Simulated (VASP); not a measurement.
# Si (Pm-3m) in VASP: notebook

Runs on Si. Level: RPBE. Tasks: single point.

All numbers are computed with VASP 6.6.1; they aren't measurements. Logs are shortened: lines on timing, memory, paths and dates and some standing lists are left out, and cuts for length are marked.

## (1) The cell of the first run

The structure is cubic, space group Pm-3m (No. 221). Conventional cell: a = 2.542 Å, b = 2.542 Å, c = 2.542 Å, α = 90.00°, β = 90.00°, γ = 90.00°. Within 3.4 Å of Si (site symmetry m-3m) lie 6 Si at 2.54 Å.

This isn't the form of Si at room conditions, which is diamond.

## (2) Single point, RPBE

Input file INCAR:

```
  PREC = Accurate
  ENCUT = 520
  EDIFF = 1E-6
  ISMEAR = -1
  SIGMA = 0.1
  LREAL = F
  LASPH = T
  NELM = 100
  ALGO = Normal
  ISIF = 2
  LWAVE = F
  LCHARG = T
  GGA = RP
  LELF = T
  LVHAR = T
  NBANDS = 8
```

Input file KPOINTS:

```
regular mesh
0
Gamma
  12 12 12
```

Input file POSCAR:

```
Si
1.0
    2.5417508536      0.0000000000      0.0000000000
    0.0000000000      2.5417508536      0.0000000000
    0.0000000000      0.0000000000      2.5417508536
Si
1
Direct
    0.0000000000      0.0000000000      0.0000000000
```

Potentials or basis: VASP PAW PBE potentials, release 64 (Si).

The run is started by

```console
$ cat potpaw_PBE.64/Si/POTCAR > POTCAR
$ mpirun -np 1 vasp_std > vasp.out
```

OUTCAR:

```text
PREC = Accurate
   ENCUT = 520
   EDIFF = 1E-6
   ISMEAR = -1
   LREAL = F
   LASPH = T
   NELM = 100
   ISIF = 2
   GGA = RP

 ion  position               nearest neighbor table
   1  0.000  0.000  0.000-

  LATTYP: Found a simple cubic cell.
 ALAT       =     2.5417508536

  Lattice vectors:

 A1 = (   2.5417508536,   0.0000000000,   0.0000000000)
 A2 = (   0.0000000000,   2.5417508536,   0.0000000000)
 A3 = (   0.0000000000,   0.0000000000,   2.5417508536)

Analysis of symmetry for initial positions (statically):
=====================================================================
 Subroutine PRICEL returns:
 Original cell was already a primitive cell.

 Routine SETGRP: Setting up the symmetry group for a
 simple cubic supercell.

 Subroutine GETGRP returns: Found 48 space group operations
 (whereof 48 operations were pure point group operations)
 out of a pool of 48 trial point group operations.

The static configuration has the point symmetry O_h .

Analysis of symmetry for dynamics (positions and initial velocities):
=====================================================================
 Subroutine PRICEL returns:
 Original cell was already a primitive cell.

 Routine SETGRP: Setting up the symmetry group for a
 simple cubic supercell.

 Subroutine GETGRP returns: Found 48 space group operations
 (whereof 48 operations were pure point group operations)
 out of a pool of 48 trial point group operations.

The dynamic configuration has the point symmetry O_h .

 Subroutine INISYM returns: Found 48 space group operations
 (whereof 48 operations are pure point group operations),
 and found     1 'primitive' translations

----------------------------------------------------------------------------------------

                                     Primitive cell

  volume of cell :      16.4210

  direct lattice vectors                    reciprocal lattice vectors
     2.541750854  0.000000000  0.000000000     0.393429591  0.000000000  0.000000000
     0.000000000  2.541750854  0.000000000     0.000000000  0.393429591  0.000000000
     0.000000000  0.000000000  2.541750854     0.000000000  0.000000000  0.393429591

  length of vectors
     2.541750854  2.541750854  2.541750854     0.393429591  0.393429591  0.393429591

  position of ions in fractional coordinates (direct lattice)
     0.000000000  0.000000000  0.000000000

  ion indices of the primitive-cell ions
   primitive index   ion index
                 1           1

----------------------------------------------------------------------------------------

 KPOINTS: regular mesh

Automatic generation of k-mesh.
 Grid dimensions read from file:
 generate k-points for:   12   12   12

 Generating k-lattice:

  Cartesian coordinates                     Fractional coordinates (reciprocal lattice)
     0.032785799  0.000000000  0.000000000     0.083333333  0.000000000  0.000000000
     0.000000000  0.032785799  0.000000000     0.000000000  0.083333333  0.000000000
     0.000000000  0.000000000  0.032785799     0.000000000  0.000000000  0.083333333

  Length of vectors
     0.032785799  0.032785799  0.032785799

  Shift w.r.t. Gamma in fractional coordinates (k-lattice)
     0.000000000  0.000000000  0.000000000

 Subroutine IBZKPT returns following result:
 ===========================================

 Found     84 irreducible k-points:

 Following reciprocal coordinates:
            Coordinates               Weight
  0.000000  0.000000  0.000000      1.000000
  0.083333  0.000000  0.000000      6.000000
  0.166667  0.000000  0.000000      6.000000
  0.250000  0.000000  0.000000      6.000000
  0.333333  0.000000  0.000000      6.000000
  0.416667  0.000000  0.000000      6.000000
[... 16 lines left out ...]
  0.333333  0.333333  0.000000     12.000000
  0.416667  0.333333  0.000000     24.000000
 [... further k-points ...]
   k-points           NKPTS =     84   k-points in BZ     NKDIM =     84   number of bands    NBANDS=      8
   number of dos      NEDOS =    301   number of ions     NIONS =      1
   total plane-waves  NPLWV =   8000
   dimension x,y,z NGX =    20 NGY =   20 NGZ =   20
   dimension x,y,z NGXF=    40 NGYF=   40 NGZF=   40
   ions per type =               1
   NGX,Y,Z   is equivalent  to a cutoff of  13.08, 13.08, 13.08 a.u.
   NGXF,Y,Z  is equivalent  to a cutoff of  26.16, 26.16, 26.16 a.u.
 SYSTEM =  unknown system
   PREC   = accura    normal or accurate (medium, high low for compatibility)
   ISTART =      0    job   : 0-new  1-cont  2-samecut
   ICHARG =      2    charge: 1-file 2-atom 10-const
   ISPIN  =      1    spin polarized calculation?
   LNONCOLLINEAR =      F non collinear calculations
   LSORBIT =      F    spin-orbit coupling
   LASPH  =      T    aspherical Exc in radial PAW
   ENCUT  =  520.0 eV  38.22 Ry    6.18 a.u.   4.73  4.73  4.73*2*pi/ulx,y,z
   NELM   =    100;   NELMIN=  2; NELMDL= -5     # of ELM steps
   EDIFF  = 0.1E-05   stopping-criterion for ELM
   LREAL  =      F    real-space projection
   EDIFFG = 0.1E-04   stopping-criterion for IOM
   NSW    =      0    number of steps for IOM
   IBRION =     -1    ionic relax: 0-MD 1-quasi-New 2-CG
   NFREE  =      0    steps in history (QN), initial steepest desc. (CG)
   ISIF   =      2    stress and relaxation
   ISYM   =      2    0-nonsym 1-usesym 2-fastsym
   POTIM  = 0.5000    time-step for ionic-motion
   TEBEG  =    0.0;   TEEND  =   0.0 temperature during run
   PSTRESS=    0.0 pullay stress
   NELECT =       4.0000    total number of electrons
   NUPDOWN=      -1.0000    fix difference up-down
   EMIN   =  10.00;   EMAX   =-10.00  energy-range for DOS
   EFERMI =   0.00;   METHOD = LEGACY
   ISMEAR =    -1;   SIGMA  =   0.10  broadening in eV -4-tet -1-fermi 0-gaus
   EFERMI_NEDOS =   21; number of points for ismear=-14 and -15
   IALGO  =     38    algorithm
   IMIX   =      4    mixing-type and parameters
     AMIX     =   0.40;   BMIX     =  1.00
     AMIX_MAG =   1.60;   BMIX_MAG =  1.00
  volume/ion in A,a.u.               =      16.42       110.81
  Fermi-wavevector in a.u.,A,eV,Ry     =   1.022418  1.932090 14.222697  1.045339
  Thomas-Fermi vector in A             =   2.156096
   LORBIT       =      0    0 simple, 1 ext, 2 COOP (PROOUT), +10 PAW based schemes
   GGA     = RP    functional components
   LHFCALC =     F    Hartree Fock is set to
   AEXX    =    0.0000 exact exchange contribution
   IVDW    =     0    specifies the selected vdW correction
   LEPSILON=     F    determine dielectric tensor
   LRPA    =     F    only Hartree local field effects (RPA)
 non-spin polarized calculation
  energy-cutoff  :      520.00
  volume of cell :       16.42
 maximum number of plane-waves:       466
 NGX is ok and might be reduce to    20
   NGX =  9   NGY =  9   NGZ =  9

 number of electron       4.0000000 magnetization

 Free energy of the ion-electron system (eV)
  ---------------------------------------------------
  ext. energy  EPLUGINS =         0.00000000
  ---------------------------------------------------
  free energy    TOTEN  =        -4.77933228 eV

  energy without entropy =       -4.76371044  energy(sigma->0) =       -4.77152136

 E-fermi :   8.1537     XC(G=0): -10.5407

 val. band max:        8.1319328864   @ k =   0.3333   0.3333   0.0833
 cond. band min:       8.2483871782   @ k =   0.5000   0.5000   0.4167
 fundamental gap:      0.1164542918
 Fermi energy:         8.1536864713

 k-point     1 :       0.0000    0.0000    0.0000
  band No.  band energies     occupation
      1      -4.9048      2.00000
      2      15.5397      0.00000
      3      15.5397      0.00000
      4      15.8032      0.00000
      5      15.8032      0.00000
      6      15.8032      0.00000
      7      23.7775      0.00000
      8      32.6383      0.00000

 k-point     2 :       0.0833    0.0000    0.0000
  band No.  band energies     occupation
      1      -4.7521      2.00000
      2      12.8302      0.00000
      3      15.6626      0.00000
      4      15.9295      0.00000
      5      15.9295      0.00000
      6      18.2721      0.00000
      7      24.3474      0.00000
      8      31.5680      0.00000

 k-point     3 :       0.1667    0.0000    0.0000
  band No.  band energies     occupation
      1      -4.2959      2.00000
      2      10.0275      0.00000
      3      16.0211      0.00000
      4      16.3057      0.00000
      5      16.3057      0.00000
      6      20.2691      0.00000
      7      26.0782      0.00000
      8      29.4180      0.00000

 k-point     4 :       0.2500    0.0000    0.0000
  band No.  band energies     occupation
      1      -3.5431      2.00000
      2       7.3870      1.99906
      3      16.5791      0.00000
      4      16.9203      0.00000
      5      16.9203      0.00000
      6      21.7469      0.00000
      7      27.1464      0.00000
      8      27.1464      0.00000

 k-point     5 :       0.3333    0.0000    0.0000
  band No.  band energies     occupation
      1      -2.5116      2.00000
      2       4.9825      2.00000
      3      17.2519      0.00000
      4      17.7393      0.00000
      5      17.7393      0.00000
      6      23.0817      0.00000
      7      25.0684      0.00000
      8      25.0684      0.00000
[... 177 lines left out ...]
 k-point    22 :       0.5000    0.2500    0.0000
  band No.  band energies     occupation
      1       0.9989      2.00000
      2       2.9627      2.00000
      3      11.2807      0.00000
      4      14.7628      0.00000
      5      20.1973      0.00000
      6      23.5546      0.00000
      7      23.6608      0.00000
      8      27.2575      0.00000

 k-point    23 :       0.3333    0.3333    0.0000
  band No.  band energies     occupation
      1      -0.1347      2.00000
      2       6.4820      2.00000
      3       8.0107      1.61380
      4      15.0804      0.00000
      5      19.6176      0.00000
      6      23.1319      0.00000
      7      26.3477      0.00000
      8      27.0815      0.00000

 k-point    24 :       0.4167    0.3333    0.0000
  band No.  band energies     occupation
      1       1.1110      2.00000
      2       5.0127      2.00000
      3       8.4476      0.10052
      4      13.2450      0.00000
      5      20.4905      0.00000
      6      24.2002      0.00000
      7      25.0515      0.00000
      8      27.3412      0.00000

 [... further k-points ...]

------------------------ aborting loop because EDIFF is reached ----------------------------------------

  FORCE on cell =-STRESS in cart. coord.  units (eV):
  Direction    XX          YY          ZZ          XY          YZ          ZX
  --------------------------------------------------------------------------------------
  -------------------------------------------------------------------------------------
  Total       -0.0308612     -0.0308612     -0.0308612     -0.0000000      0.0000000      0.0000000
  in kB       -3.0110919     -3.0110919     -3.0110919     -0.0000000      0.0000000      0.0000000
  external PRESSURE =      -3.0110919 kB  Pullay stress =       0.0000000 kB

 VOLUME and BASIS-vectors are now :
 -----------------------------------------------------------------------------
  energy-cutoff  :      520.00
  volume of cell :       16.42
      direct lattice vectors                 reciprocal lattice vectors
     2.541750854  0.000000000  0.000000000     0.393429591  0.000000000  0.000000000
     0.000000000  2.541750854  0.000000000     0.000000000  0.393429591  0.000000000
     0.000000000  0.000000000  2.541750854     0.000000000  0.000000000  0.393429591

 POSITION                                       TOTAL-FORCE (eV/Angst)
 -----------------------------------------------------------------------------------
      0.00000      0.00000      0.00000         0.000000      0.000000      0.000000
 -----------------------------------------------------------------------------------
    total drift:                                0.000000     -0.000000     -0.000000

  FREE ENERGIE OF THE ION-ELECTRON SYSTEM (eV)
  ---------------------------------------------------
  free  energy   TOTEN  =        -4.7793322809 eV

  energy  without entropy=       -4.7637104424  energy(sigma->0) =       -4.77152136
```

Run time: 5.5 s. Hardware: 1 thread of AMD EPYC 7R13 (Zen 3), shared host; peak memory 0.09 GiB.

What came out:

```
Free energy            : -4.7793 eV
Pressure               : -0.3 GPa
Band gap on the k mesh : zero (bands 2 and 3 overlap by 10.21 eV)
```

Caveat: the PAW data sets were made with another functional, which shifts forces and pressure a little.

## (3) Single point, RPBE (14.45 Å³/atom)

This run uses another cell than the first one, of 14.45 Å³/atom.

Input file INCAR:

```
PREC = Accurate
ENCUT = 520
EDIFF = 1E-7
ISMEAR = -1
SIGMA = 0.1
LREAL = False
LASPH = True
NELM = 80
ALGO = Normal
ISIF = 2
LWAVE = False
LCHARG = False
GGA = RP
NBANDS = 8
```

Input file KPOINTS:

```
Automatic mesh
0
Gamma
  14 14 14
```

Input file POSCAR:

```
Si
1.0
    2.4357191024      0.0000000000      0.0000000000
    0.0000000000      2.4357191024      0.0000000000
    0.0000000000      0.0000000000      2.4357191024
Si
1
Direct
    0.0000000000      0.0000000000      0.0000000000
```

Potentials or basis: VASP PAW PBE potentials, release 64 (Si).

The run is started by

```console
$ cat potpaw_PBE.64/Si/POTCAR > POTCAR
$ mpirun -np 1 vasp_std > vasp.out
```

OUTCAR:

```text
PREC = Accurate
   ENCUT = 520
   EDIFF = 1E-7
   ISMEAR = -1
   LREAL = False
   LASPH = True
   NELM = 80
   ISIF = 2
   GGA = RP

 ion  position               nearest neighbor table
   1  0.000  0.000  0.000-

  LATTYP: Found a simple cubic cell.
 ALAT       =     2.4357191024

  Lattice vectors:

 A1 = (   2.4357191024,   0.0000000000,   0.0000000000)
 A2 = (   0.0000000000,   2.4357191024,   0.0000000000)
[... 440 lines left out ...]
      6      24.8095      0.00000
      7      28.0468      0.00000
      8      30.8567      0.00000

 [... further k-points ...]

------------------------ aborting loop because EDIFF is reached ----------------------------------------

  FORCE on cell =-STRESS in cart. coord.  units (eV):
  Direction    XX          YY          ZZ          XY          YZ          ZX
  --------------------------------------------------------------------------------------
  -------------------------------------------------------------------------------------
  Total        1.5136374      1.5136374      1.5136374      0.0000000      0.0000000      0.0000000
  in kB      167.8227456    167.8227456    167.8227456      0.0000000      0.0000000      0.0000000
  external PRESSURE =     167.8227456 kB  Pullay stress =       0.0000000 kB

 VOLUME and BASIS-vectors are now :
 -----------------------------------------------------------------------------
  energy-cutoff  :      520.00
  volume of cell :       14.45
      direct lattice vectors                 reciprocal lattice vectors
     2.435719102  0.000000000  0.000000000     0.410556373  0.000000000  0.000000000
     0.000000000  2.435719102  0.000000000     0.000000000  0.410556373  0.000000000
     0.000000000  0.000000000  2.435719102     0.000000000  0.000000000  0.410556373

 POSITION                                       TOTAL-FORCE (eV/Angst)
 -----------------------------------------------------------------------------------
      0.00000      0.00000      0.00000         0.000000      0.000000      0.000000
 -----------------------------------------------------------------------------------
    total drift:                               -0.000000      0.000000     -0.000000

  FREE ENERGIE OF THE ION-ELECTRON SYSTEM (eV)
  ---------------------------------------------------
  free  energy   TOTEN  =        -4.6990962717 eV

  energy  without entropy=       -4.6869091560  energy(sigma->0) =       -4.69300271
```

OSZICAR:

```text
N       E                     dE             d eps       ncg     rms          rms(c)
DAV:   1    -0.178569087094E+01   -0.17857E+01   -0.18304E+03  2128   0.384E+02
DAV:   2    -0.468171861700E+01   -0.28960E+01   -0.27776E+01  2720   0.320E+01
DAV:   3    -0.469961045892E+01   -0.17892E-01   -0.17882E-01  2200   0.268E+00
DAV:   4    -0.469963510941E+01   -0.24650E-04   -0.24650E-04  2912   0.105E-01
DAV:   5    -0.469963513739E+01   -0.27980E-07   -0.27980E-07  2232   0.212E-03    0.398E+00
DAV:   6    -0.469906896847E+01    0.56617E-03   -0.79004E-04  2376   0.192E-01    0.231E+00
DAV:   7    -0.469901129841E+01    0.57670E-04   -0.26853E-03  2384   0.341E-01    0.183E-01
DAV:   8    -0.469909360659E+01   -0.82308E-04   -0.75050E-05  2608   0.605E-02    0.628E-02
DAV:   9    -0.469909635906E+01   -0.27525E-05   -0.10315E-06  2432   0.663E-03    0.463E-03
DAV:  10    -0.469909627170E+01    0.87363E-07   -0.74714E-07  2496   0.565E-03
   1 F= -.46990963E+01 E0= -.46930027E+01  d E =-.121871E-01
```

stdout:

```text
POSCAR found type information on POSCAR Si
 POSCAR found :  1 types and       1 ions
 scaLAPACK will be used
 -----------------------------------------------------------------------------
|                                                                             |
|                                                                             |
|     You enforced a specific xc type in the INCAR file but a different       |
|     I HOPE YOU KNOW WHAT YOU ARE DOING!                                     |
|                                                                             |
 -----------------------------------------------------------------------------

 LDA part: xc-table for (Slater+PW92), standard interpolation
 POSCAR, INCAR and KPOINTS ok, starting setup
 FFT: planning ... GRIDC
 FFT: planning ... GRID_SOFT
 FFT: planning ... GRID
 WAVECAR not read
 entering main loop
```

Run time: 5.8 s. Hardware: 1 thread of AMD EPYC 7R13 (Zen 3), shared host; peak memory 0.08 GiB.

Results:

```
Free energy            : -4.6991 eV
Pressure               : 16.8 GPa
Band gap on the k mesh : zero (bands 2 and 3 overlap by 10.56 eV)
```

Caveat: the cell stands under pressure; the PAW data sets were made with another functional, which shifts forces and pressure a little.

## (4) Single point, RPBE (15.11 Å³/atom)

This run uses another cell than the first one, of 15.11 Å³/atom.

Input file INCAR:

```
ALGO = Normal
EDIFF = 1E-6
ENCUT = 520
GGA = RP
ISIF = 2
ISMEAR = -1
LASPH = True
LCHARG = False
LREAL = False
LWAVE = False
NBANDS = 8
NELM = 100
PREC = Accurate
SIGMA = 0.1
```

Input file KPOINTS:

```
k-points
0
Gamma
  14 14 14
```

Input file POSCAR:

```
Si
1.0
    2.4720784793      0.0000000000      0.0000000000
    0.0000000000      2.4720784793      0.0000000000
    0.0000000000      0.0000000000      2.4720784793
Si
1
Direct
    0.0000000000      0.0000000000      0.0000000000
```

The run is started by

```console
$ cat potpaw_PBE.64/Si/POTCAR > POTCAR
$ mpirun -np 1 vasp_std > vasp.out
```

Wall time 5.7 s (1 thread of AMD EPYC 7R13 (Zen 3), shared host); peak memory 0.08 GiB.

Results (log left out):

```
Free energy            : -4.7535 eV
Pressure               : 10.0 GPa
Band gap on the k mesh : zero (bands 2 and 3 overlap by 10.48 eV)
```

Levels at points of the mesh, in eV from the Fermi level:
| k point | band 1 | band 2 | band 3 | band 4 | band 5 |
| --- | --- | --- | --- | --- | --- |
| (0.00, 0.00, 0.00) | -13.89 | 7.30 | 7.30 | 8.10 | 8.10 |
| (0.50, 0.00, 0.00) | -8.94 | -7.10 | 10.06 | 11.84 | 11.84 |
| (0.50, 0.50, 0.00) | -3.37 | -3.18 | -3.18 | 1.04 | 15.52 |
| (0.50, 0.50, 0.50) | 0.54 | 0.54 | 0.54 | 4.57 | 4.86 |

Caveat: the cell stands under pressure; the PAW data sets were made with another functional, which shifts forces and pressure a little.

(Continued in part 2 of 2.)
